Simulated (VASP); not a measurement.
# Sn (I4/mmm) in VASP: further runs

Sn is run at these levels: PBEsol; tasks: single point.

Program: VASP 6.6.1. These are calculated values, not measurements. Logs are shortened: lines on timing, memory, paths and dates and some standing lists are left out, and cuts for length are marked.

### Step 1. The cell of the first run

It takes space group I4/mmm (No. 139, tetragonal). The conventional cell has a = 3.789 Å, b = 3.789 Å, c = 3.676 Å, α = 90.00°, β = 90.00°, γ = 90.00°. Within 4.3 Å of Sn (site symmetry 4/mmm) lie 14 Sn at 3.25 to 3.79 Å.

### Step 2. Single point, PBEsol (strain +0.000 along x and y, -0.030 along z)

File INCAR:

```
  ALGO = Fast
  EDIFF = 1E-6
  ENCUT = 520
  GGA = PS
  ISIF = 2
  ISMEAR = 0
  LASPH = True
  LCHARG = False
  LREAL = False
  LWAVE = False
  NBANDS = 13
  NELM = 80
  PREC = Accurate
  SIGMA = 0.15
```

File KPOINTS:

```
k-points
0
Gamma
  18 18 18
```

File POSCAR:

```
Sn
1.0
   -1.8946518192      1.8946518192      1.8378122646
    1.8946518192     -1.8946518192      1.8378122646
    1.8946518192      1.8946518192     -1.8378122646
Sn
1
Direct
    0.0000000000      0.0000000000      0.0000000000
```

Potentials or basis: VASP PAW PBE potentials, release 64 (Sn_d).

The run is started by

```sh
> cat potpaw_PBE.64/Sn_d/POTCAR > POTCAR
> mpirun -np 1 vasp_std > vasp.out
```

OUTCAR:

```text
EDIFF = 1E-6
   ENCUT = 520
   GGA = PS
   ISIF = 2
   ISMEAR = 0
   LASPH = True
   LREAL = False
   NELM = 80
   PREC = Accurate

 ion  position               nearest neighbor table
   1  0.000  0.000  0.000-

  LATTYP: Found a body centered tetragonal cell.
 ALAT       =     3.7893036384
 C/A-ratio  =     0.9700000000

  Lattice vectors:

 A1 = (  -1.8946518192,   1.8946518192,   1.8378122646)
 A2 = (   1.8946518192,  -1.8946518192,   1.8378122646)
 A3 = (   1.8946518192,   1.8946518192,  -1.8378122646)

Analysis of symmetry for initial positions (statically):
=====================================================================
 Subroutine PRICEL returns:
 Original cell was already a primitive cell.

 Routine SETGRP: Setting up the symmetry group for a
 body centered tetragonal supercell.

 Subroutine GETGRP returns: Found 16 space group operations
 (whereof 16 operations were pure point group operations)
 out of a pool of 16 trial point group operations.

The static configuration has the point symmetry D_4h.

Analysis of symmetry for dynamics (positions and initial velocities):
=====================================================================
 Subroutine PRICEL returns:
 Original cell was already a primitive cell.

 Routine SETGRP: Setting up the symmetry group for a
 body centered tetragonal supercell.

 Subroutine GETGRP returns: Found 16 space group operations
 (whereof 16 operations were pure point group operations)
 out of a pool of 16 trial point group operations.

The dynamic configuration has the point symmetry D_4h.

 Subroutine INISYM returns: Found 16 space group operations
 (whereof 16 operations are pure point group operations),
 and found     1 'primitive' translations

----------------------------------------------------------------------------------------

                                     Primitive cell

  volume of cell :      26.3888

  direct lattice vectors                    reciprocal lattice vectors
    -1.894651819  1.894651819  1.837812265     0.000000000  0.263900731  0.272062609
     1.894651819 -1.894651819  1.837812265     0.263900731  0.000000000  0.272062609
     1.894651819  1.894651819 -1.837812265     0.263900731  0.263900731  0.000000000

  length of vectors
     3.249148343  3.249148343  3.249148343     0.379027254  0.379027254  0.373211993

  position of ions in fractional coordinates (direct lattice)
     0.000000000  0.000000000  0.000000000

  ion indices of the primitive-cell ions
   primitive index   ion index
                 1           1

----------------------------------------------------------------------------------------

 KPOINTS: k-points

Automatic generation of k-mesh.
 Grid dimensions read from file:
 generate k-points for:   18   18   18

 Generating k-lattice:

  Cartesian coordinates                     Fractional coordinates (reciprocal lattice)
     0.000000000  0.014661152  0.015114589     0.055555556  0.000000000 -0.000000000
     0.014661152  0.000000000  0.015114589     0.000000000  0.055555556 -0.000000000
     0.014661152  0.014661152  0.000000000     0.000000000  0.000000000  0.055555556

  Length of vectors
     0.021057070  0.021057070  0.020734000

  Shift w.r.t. Gamma in fractional coordinates (k-lattice)
     0.000000000  0.000000000  0.000000000

 Subroutine IBZKPT returns following result:
 ===========================================

 Found    480 irreducible k-points:

 Following reciprocal coordinates:
            Coordinates               Weight
  0.000000  0.000000  0.000000      1.000000
  0.055556  0.000000 -0.000000      8.000000
  0.111111  0.000000 -0.000000      8.000000
  0.166667  0.000000 -0.000000      8.000000
  0.222222  0.000000 -0.000000      8.000000
  0.277778  0.000000  0.000000      8.000000
[... 16 lines left out ...]
 -0.277778  0.055556 -0.000000     16.000000
 -0.222222  0.055556  0.000000     16.000000
 [... further k-points ...]
   k-points           NKPTS =    480   k-points in BZ     NKDIM =    480   number of bands    NBANDS=     13
   number of dos      NEDOS =    301   number of ions     NIONS =      1
   total plane-waves  NPLWV =  13824
   dimension x,y,z NGX =    24 NGY =   24 NGZ =   24
   dimension x,y,z NGXF=    48 NGYF=   48 NGZF=   48
   ions per type =               1
   NGX,Y,Z   is equivalent  to a cutoff of  12.28, 12.28, 12.28 a.u.
   NGXF,Y,Z  is equivalent  to a cutoff of  24.56, 24.56, 24.56 a.u.
 SYSTEM =  unknown system
   PREC   = accura    normal or accurate (medium, high low for compatibility)
   ISTART =      0    job   : 0-new  1-cont  2-samecut
   ICHARG =      2    charge: 1-file 2-atom 10-const
   ISPIN  =      1    spin polarized calculation?
   LNONCOLLINEAR =      F non collinear calculations
   LSORBIT =      F    spin-orbit coupling
   LASPH  =      T    aspherical Exc in radial PAW
   ENCUT  =  520.0 eV  38.22 Ry    6.18 a.u.   6.04  6.04  6.04*2*pi/ulx,y,z
   NELM   =     80;   NELMIN=  2; NELMDL= -5     # of ELM steps
   EDIFF  = 0.1E-05   stopping-criterion for ELM
   LREAL  =      F    real-space projection
[... 7 lines left out ...]
   TEBEG  =    0.0;   TEEND  =   0.0 temperature during run
   PSTRESS=    0.0 pullay stress
   NELECT =      14.0000    total number of electrons
   NUPDOWN=      -1.0000    fix difference up-down
   EMIN   =  10.00;   EMAX   =-10.00  energy-range for DOS
   EFERMI =   0.00;   METHOD = LEGACY
   ISMEAR =     0;   SIGMA  =   0.15  broadening in eV -4-tet -1-fermi 0-gaus
   EFERMI_NEDOS =   21; number of points for ismear=-14 and -15
   IALGO  =     68    algorithm
   IMIX   =      4    mixing-type and parameters
     AMIX     =   0.40;   BMIX     =  1.00
     AMIX_MAG =   1.60;   BMIX_MAG =  1.00
  volume/ion in A,a.u.               =      26.39       178.08
  Fermi-wavevector in a.u.,A,eV,Ry     =   1.325290  2.504435 23.897178  1.756393
  Thomas-Fermi vector in A             =   2.454762
   LORBIT       =      0    0 simple, 1 ext, 2 COOP (PROOUT), +10 PAW based schemes
   GGA     = PS    functional components
   LHFCALC =     F    Hartree Fock is set to
   AEXX    =    0.0000 exact exchange contribution
   IVDW    =     0    specifies the selected vdW correction
   LEPSILON=     F    determine dielectric tensor
   LRPA    =     F    only Hartree local field effects (RPA)
 non-spin polarized calculation
 RMM-DIIS sequential band-by-band and
 Gauss-broadening in eV      SIGMA  =   0.15
  energy-cutoff  :      520.00
  volume of cell :       26.39
 maximum number of plane-waves:       725
   NGX = 13   NGY = 13   NGZ = 13

 number of electron      13.9999992 magnetization

 Free energy of the ion-electron system (eV)
  ---------------------------------------------------
  ext. energy  EPLUGINS =         0.00000000
  ---------------------------------------------------
  free energy    TOTEN  =        -4.23365304 eV

  energy without entropy =       -4.22705263  energy(sigma->0) =       -4.23035283

 E-fermi :   8.2874     XC(G=0): -10.6446

 val. band max:        8.2848179160   @ k =  -0.3333   0.5000   0.3333
 cond. band min:       8.2930585099   @ k =  -0.3889  -0.3889   0.3889
 fundamental gap:      0.0082405939
 Fermi energy:         8.2873882616

 k-point     1 :       0.0000    0.0000    0.0000
  band No.  band energies     occupation
      1     -13.1780      2.00000
      2     -13.1695      2.00000
      3     -13.1695      2.00000
      4     -13.0300      2.00000
      5     -13.0112      2.00000
      6      -3.0270      2.00000
      7      16.4324      0.00000
      8      16.4324      0.00000
      9      16.6597      0.00000
     10      20.3702      0.00000
     11      20.3702      0.00000
     12      20.7578      0.00000
     13      20.8516      0.00000

 k-point     2 :       0.0556    0.0000   -0.0000
  band No.  band energies     occupation
      1     -13.1769      2.00000
      2     -13.1674      2.00000
      3     -13.1649      2.00000
      4     -13.0302      2.00000
      5     -13.0127      2.00000
      6      -2.9572      2.00000
      7      15.9298      0.00000
      8      16.1320      0.00000
      9      16.4415      0.00000
     10      19.6272      0.00000
     11      19.7762      0.00000
     12      20.4467      0.00000
     13      21.3643      0.00000

 k-point     3 :       0.1111    0.0000   -0.0000
  band No.  band energies     occupation
      1     -13.1804      2.00000
      2     -13.1618      2.00000
      3     -13.1452      2.00000
      4     -13.0310      2.00000
      5     -13.0166      2.00000
      6      -2.7477      2.00000
      7      14.4838      0.00000
      8      15.4399      0.00000
      9      16.0881      0.00000
     10      18.7422      0.00000
     11      19.0182      0.00000
     12      20.2756      0.00000
     13      22.2842      0.00000

 k-point     4 :       0.1667    0.0000   -0.0000
  band No.  band energies     occupation
      1     -13.1872      2.00000
      2     -13.1545      2.00000
      3     -13.1130      2.00000
      4     -13.0328      2.00000
      5     -13.0210      2.00000
      6      -2.3980      2.00000
      7      12.6968      0.00000
      8      14.6355      0.00000
      9      15.6103      0.00000
     10      18.0482      0.00000
     11      18.3442      0.00000
     12      20.3692      0.00000
     13      22.5664      0.00000

 k-point     5 :       0.2222    0.0000   -0.0000
  band No.  band energies     occupation
      1     -13.1958      2.00000
      2     -13.1483      2.00000
      3     -13.0730      2.00000
      4     -13.0352      2.00000
      5     -13.0238      2.00000
      6      -1.9079      2.00000
      7      10.8554      0.00000
      8      13.8589      0.00000
      9      15.0927      0.00000
     10      17.4853      0.00000
     11      17.7742      0.00000
     12      20.7058      0.00000
     13      22.8952      0.00000

 k-point     6 :       0.2778    0.0000    0.0000
  band No.  band energies     occupation
      1     -13.2051      2.00000
      2     -13.1460      2.00000
      3     -13.0359      2.00000
      4     -13.0299      2.00000
      5     -13.0250      2.00000
      6      -1.2785      2.00000
      7       9.0657      0.00000
      8      13.1743      0.00000
      9      14.6074      0.00000
     10      17.0359      0.00000
     11      17.3107      0.00000
     12      21.2285      0.00000
     13      23.2837      0.00000

 k-point     7 :       0.3333    0.0000    0.0000
  band No.  band energies     occupation
      1     -13.2138      2.00000
      2     -13.1483      2.00000
      3     -13.0336      2.00000
      4     -13.0250      2.00000
      5     -12.9891      2.00000
      6      -0.5145      2.00000
      7       7.3754      2.00000
      8      12.6159      0.00000
      9      14.1993      0.00000
     10      16.6937      0.00000
     11      16.9524      0.00000
     12      21.8821      0.00000
     13      23.7371      0.00000
[... 193 lines left out ...]
 k-point    20 :      -0.4444    0.0556    0.0000
  band No.  band energies     occupation
      1     -13.2199      2.00000
      2     -13.1531      2.00000
      3     -13.0290      2.00000
      4     -13.0255      2.00000
      5     -12.9451      2.00000
      6       0.8746      2.00000
      7       5.1798      2.00000
      8      11.6436      0.00000
      9      13.4225      0.00000
     10      16.5764      0.00000
     11      17.3611      0.00000
     12      23.0054      0.00000
     13      24.1838      0.00000

 k-point    21 :      -0.3889    0.0556    0.0000
  band No.  band energies     occupation
      1     -13.2140      2.00000
      2     -13.1489      2.00000
      3     -13.0325      2.00000
      4     -13.0268      2.00000
      5     -12.9720      2.00000
      6      -0.0501      2.00000
      7       6.6438      2.00000
      8      11.9569      0.00000
      9      13.6791      0.00000
     10      16.7623      0.00000
     11      17.5839      0.00000
     12      22.2050      0.00000
     13      23.9841      0.00000

 k-point    22 :      -0.3333    0.0556    0.0000
  band No.  band energies     occupation
      1     -13.2062      2.00000
      2     -13.1461      2.00000
      3     -13.0377      2.00000
      4     -13.0258      2.00000
      5     -13.0079      2.00000
      6      -0.8741      2.00000
      7       8.2629      1.18237
      8      12.4232      0.00000
      9      14.0524      0.00000
     10      17.0480      0.00000
     11      17.8966      0.00000
     12      21.4506      0.00000
     13      23.6513      0.00000

 k-point    23 :      -0.2778    0.0556   -0.0000
  band No.  band energies     occupation
      1     -13.1972      2.00000
      2     -13.1473      2.00000
      3     -13.0496      2.00000
      4     -13.0389      2.00000
      5     -13.0237      2.00000
      6      -1.5691      2.00000
      7       9.9893      0.00000
      8      13.0329      0.00000
      9      14.5268      0.00000
     10      17.4352      0.00000
     11      18.2802      0.00000
     12      20.8387      0.00000
     13      23.3095      0.00000

 k-point    24 :      -0.2222    0.0556    0.0000
  band No.  band energies     occupation
      1     -13.1883      2.00000
      2     -13.1532      2.00000
      3     -13.0891      2.00000
      4     -13.0386      2.00000
      5     -13.0208      2.00000
      6      -2.1268      2.00000
      7      11.7705      0.00000
      8      13.7787      0.00000
      9      15.0723      0.00000
     10      17.9243      0.00000
     11      18.6842      0.00000
     12      20.4465      0.00000
     13      23.0039      0.00000

 [... further k-points ...]

------------------------ aborting loop because EDIFF is reached ----------------------------------------

  FORCE on cell =-STRESS in cart. coord.  units (eV):
  Direction    XX          YY          ZZ          XY          YZ          ZX
  --------------------------------------------------------------------------------------
  -------------------------------------------------------------------------------------
  Total       -0.0224855     -0.0224855     -0.1678024      0.0000000      0.0000000      0.0000000
  in kB       -1.3651927     -1.3651927    -10.1879995      0.0000000      0.0000000      0.0000000
  external PRESSURE =      -4.3061283 kB  Pullay stress =       0.0000000 kB

 VOLUME and BASIS-vectors are now :
 -----------------------------------------------------------------------------
  energy-cutoff  :      520.00
  volume of cell :       26.39
      direct lattice vectors                 reciprocal lattice vectors
    -1.894651819  1.894651819  1.837812265     0.000000000  0.263900731  0.272062609
     1.894651819 -1.894651819  1.837812265     0.263900731  0.000000000  0.272062609
     1.894651819  1.894651819 -1.837812265     0.263900731  0.263900731  0.000000000

 POSITION                                       TOTAL-FORCE (eV/Angst)
 -----------------------------------------------------------------------------------
      0.00000      0.00000      0.00000         0.000000     -0.000000      0.000000
 -----------------------------------------------------------------------------------
    total drift:                               -0.000000      0.000000     -0.000000

  FREE ENERGIE OF THE ION-ELECTRON SYSTEM (eV)
  ---------------------------------------------------
  free  energy   TOTEN  =        -4.2336530356 eV

  energy  without entropy=       -4.2270526304  energy(sigma->0) =       -4.23035283
```

Wall time 72 s (1 thread of Intel Xeon 6975P-C, shared host); peak memory 0.26 GiB.

What came out:

* Free energy: -4.2337 eV
* Pressure: -0.4 GPa
* Band gap on the k mesh: zero (band 7 reaches 16.43 eV, above the bottom of band 8 at 5.76 eV)

Stress tensor (GPa, compression positive):
```
-0.14  0.00  0.00
 0.00 -0.14  0.00
 0.00  0.00 -1.02
```

Caveat: the cell differs from its parent crystal (strain +0.000 along x and y, -0.030 along z); the PAW data sets were made with another functional, which shifts forces and pressure a little; spin-orbit coupling is left out, which moves the levels of the heavy elements.

### Step 3. Single point, PBEsol (strain -0.015 along x and y, +0.000 along z)

File INCAR:

```
PREC = Accurate ; ENCUT = 520
EDIFF = 1E-6 ; ISMEAR = 0
SIGMA = 0.15 ; LREAL = False
LASPH = True ; NELM = 60
ALGO = Fast ; ISIF = 2
LWAVE = False ; LCHARG = False
GGA = PS ; NBANDS = 13
```

File KPOINTS:

```
regular mesh
0
Gamma
  18 18 18
```

File POSCAR:

```
Sn
1.0
   -1.8662320419      1.8662320419      1.8946518192
    1.8662320419     -1.8662320419      1.8946518192
    1.8662320419      1.8662320419     -1.8946518192
Sn
1
Direct
    0.0000000000      0.0000000000      0.0000000000
```

Potentials or basis: VASP PAW PBE potentials, release 64 (Sn_d).

The run is started by

```sh
> cat potpaw_PBE.64/Sn_d/POTCAR > POTCAR
> mpirun -np 1 vasp_std > vasp.out
```

Wall time 84 s (1 thread of Intel Xeon 6975P-C, shared host); peak memory 0.26 GiB.

It converged, with:

```yaml
Free_energy: -4.2322 eV
Pressure: -0.4 GPa
Band_gap_on_the_k_mesh: zero (band 7 reaches 16.45 eV, above the bottom of band 8 at 5.74 eV)
```

Stress tensor (GPa, compression positive):
```
-0.59  0.00  0.00
 0.00 -0.59  0.00
 0.00  0.00 -0.11
```

Levels at points of the mesh, in eV from the Fermi level:
```csv
k point,band 5,band 6,band 7,band 8,band 9,band 10
"(0.00, 0.00, 0.00)",-21.30,-11.31,8.17,8.26,8.26,12.06
"(0.50, 0.00, 0.00)",-21.21,-6.49,-4.59,3.77,5.63,8.21
"(0.50, 0.50, 0.00)",-21.21,-6.38,-4.55,3.58,5.36,7.98
"(0.50, 0.50, 0.50)",-21.23,-2.33,-0.70,-0.41,-0.41,3.77
```

Caveat: the cell differs from its parent crystal (strain -0.015 along x and y, +0.000 along z); the PAW data sets were made with another functional, which shifts forces and pressure a little; spin-orbit coupling is left out, which moves the levels of the heavy elements.

[end of part 1 of 2]
